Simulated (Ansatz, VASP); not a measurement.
# Two plane-wave programs on CdS

Contents of POSCAR:

```
CdS
1.0
    0.0000000000      2.6970395763      2.6970395763
    2.6970395763      0.0000000000      2.6970395763
    2.6970395763      2.6970395763      0.0000000000
Cd S
1 1
Direct
    0.0000000000      0.0000000000      0.0000000000
    0.5000000000      0.5000000000      0.5000000000
```

File INCAR.step1:

```
SYSTEM = CdS
PREC = Accurate
ENCUT = 520
EDIFF = 1E-5
ISMEAR = -1
SIGMA = 0.05
LREAL = .FALSE.
LASPH = .TRUE.
NELM = 80
ALGO = Normal
ISIF = 2
LWAVE = .TRUE.
NBANDS = 16
GGA = PE
```

Contents of INCAR.step2:

```
SYSTEM = CdS
PREC = Accurate
ENCUT = 520
EDIFF = 1E-6
ISMEAR = -1
SIGMA = 0.05
LREAL = .FALSE.
LASPH = .TRUE.
NELM = 80
ALGO = Normal
ISIF = 2
LWAVE = .FALSE.
LCHARG = .TRUE.
GGA = PE
LHFCALC = .TRUE.
AEXX = 0.25
PRECFOCK = Normal
LELF = .TRUE.
LVHAR = .TRUE.
NBANDS = 16
ISTART = 1
```

File KPOINTS:

```
Automatic mesh
0
G
  4 4 4
  0 0 0
```

Contents of input.yaml:

```yaml
crystal:
  lattice:
    - [0.0, 2.6970395763, 2.6970395763]
    - [2.6970395763, 0.0, 2.6970395763]
    - [2.6970395763, 2.6970395763, 0.0]
  atoms:
    - { symbol: Cd, position: [0.0, 0.0, 0.0] }
    - { symbol: S, position: [0.5, 0.5, 0.5] }
hamiltonian:
  xc: pbe0
  pseudopotentials: { kind: paw }
kpoints:
  mp_grid: { grid: [4, 4, 4] }
scf:
  occupations: { method: fermi_dirac, width: 0.05 }
output:
  forces: true
  stress: true
  eigenvalues: true
```

Alike in both runs: task single point; functional PBE0; k mesh 4 × 4 × 4; occupations fermi-dirac, width 0.05 eV; no spin polarisation.

```csv
,VASP,Ansatz
version,VASP 6.6.1,Ansatz 0.2.0
potentials or method,"VASP PAW PBE potentials, release 64 (Cd, S)",Ansatz PAW
plane-wave cutoff (eV),520,420
valence electrons in the cell,18,26
```

```tsv
	VASP	Ansatz	Ansatz less VASP
gap on the k mesh at the Fermi level (eV)	1.96	1.93	-0.029
least direct gap on the mesh (eV)	3.75	3.74	-0.014
pressure (GPa)	3.5	3.1	-0.31
```

VASP's potentials hold 18 valence electrons a cell and Ansatz's 26, so a difference there can come from the potentials and not from the codes.

The k mesh is coarse, so the values compare programs but aren't converged.
